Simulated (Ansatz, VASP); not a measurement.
## Two plane-wave programs on C

```
C
1.0
    -2.50198    2.50198    2.35624
     2.50198   -2.50198    2.35624
     2.50198    2.50198   -2.35624
C
8
Direct
  0.32546 0.00000 0.00000
  0.67454 0.67454 0.67454
  0.00000 0.32546 0.00000
  0.00000 0.00000 0.32546
  0.00000 0.67454 0.00000
  0.32546 0.32546 0.32546
  0.67454 0.00000 0.00000
  0.00000 0.00000 0.67454
```

Change from the starting cell: strain +0.030 along x and y, -0.030 along z, atoms carried along.

Alike in both runs: task single point; functional r2SCAN; k mesh 8 × 8 × 8; occupations gaussian, width 0.05 eV; no spin polarisation.

```csv
,VASP,Ansatz
version,VASP 6.6.1,Ansatz 0.2.0
potentials or method,"VASP PAW PBE potentials, release 64 (C), cutoff 520 eV","scalar-relativistic, plane waves, PAW"
valence electrons in the cell,32,32
```

```csv
,VASP,Ansatz,Ansatz less VASP
gap on the k mesh at the Fermi level (eV),2.36,2.38,+0.015
least direct gap on the mesh (eV),3.26,3.28,+0.024
pressure (GPa),-7.0,-7.8,-0.81
"traceless stress, the component that is largest in VASP (GPa)",22.98,22.71,-0.267
rms of the force components (eV/Å),0.695,0.681,-0.0140
```

VASP's potentials were made for PBE, not for r2SCAN. Atom by atom the forces differ by 0.026 eV/Å (rms over components).
